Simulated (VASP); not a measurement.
Wanted: the native input for a VASP 6.6.1 run.

- Task: single point
- Functional: r2SCAN
- Potentials or basis: VASP PAW PBE potentials, release 64 (K_sv, Zn, F)
- Cutoff: 520 eV
- k mesh: 6 × 6 × 6
- Occupations: gaussian, width 0.01 eV
- Spin: no spin polarisation
- Dipole correction: no
- Further INCAR settings: ALGO = Normal; EDIFF = 1e-07; NBANDS = 29

The system is KZnF3.

```
K Zn F
1.0
     4.04617    0.00000    0.00000
     0.00000    4.04617    0.00000
     0.00000    0.00000    4.04617
K Zn F
1 1 3
Cartesian
  0.0000 0.0000 0.0000
  2.0231 2.0231 2.0231
  2.0231 2.0231 0.0000
  0.0000 2.0231 2.0231
  2.0231 0.0000 2.0231
```

The input as run:

POSCAR

```
KZnF3
1.0
    4.0461680987      0.0000000000      0.0000000000
    0.0000000000      4.0461680987      0.0000000000
    0.0000000000      0.0000000000      4.0461680987
K Zn F
1 1 3
Direct
    0.0000000000      0.0000000000      0.0000000000
    0.5000000000      0.5000000000      0.5000000000
    0.5000000000      0.5000000000      0.0000000000
    0.0000000000      0.5000000000      0.5000000000
    0.5000000000      0.0000000000      0.5000000000
```

INCAR.step1

```
SYSTEM = KZnF3
PREC = Accurate ; ENCUT = 520
ISMEAR = 0 ; SIGMA = 0.01
LREAL = .FALSE. ; LASPH = .TRUE.
NELM = 100 ; NBANDS = 29
GGA = PE ; ALGO = Normal
EDIFF = 1E-4 ; LWAVE = .TRUE.
LCHARG = .FALSE.
```

INCAR.step2

```
SYSTEM = KZnF3
PREC = Accurate ; ENCUT = 520
EDIFF = 1E-7 ; ISMEAR = 0
SIGMA = 0.01 ; LREAL = .FALSE.
LASPH = .TRUE. ; NELM = 100
ALGO = Normal ; ISIF = 2
LWAVE = .FALSE. ; LCHARG = .FALSE.
METAGGA = R2SCAN ; LMIXTAU = .TRUE.
NBANDS = 29 ; ISTART = 1
```

KPOINTS

```
Automatic mesh
0
G
  6 6 6
  0 0 0
```

Potentials or basis: VASP PAW PBE potentials, release 64 (K_sv, Zn, F).

The run is started by

```console
$ cat potpaw_PBE.64/K_sv/POTCAR potpaw_PBE.64/Zn/POTCAR potpaw_PBE.64/F/POTCAR > POTCAR
$ cp INCAR.step1 INCAR
$ mpirun -np 1 vasp_std > vasp.out
$ cp INCAR.step2 INCAR
$ mpirun -np 1 vasp_std > vasp.out
```

Results of the run:

| Property | Result |
| --- | --- |
| Pressure | 0.3 GPa |
| Band gap on the k mesh | 4.59 eV (least direct gap 6.59 eV) |

Caveat: the PAW data sets were made with another functional, which shifts forces and pressure a little.

Run time: 3.2 min on 1 thread of AMD EPYC 7R43 64-Core Processor (Zen 3), with other jobs on the host, peak memory 0.16 GiB.
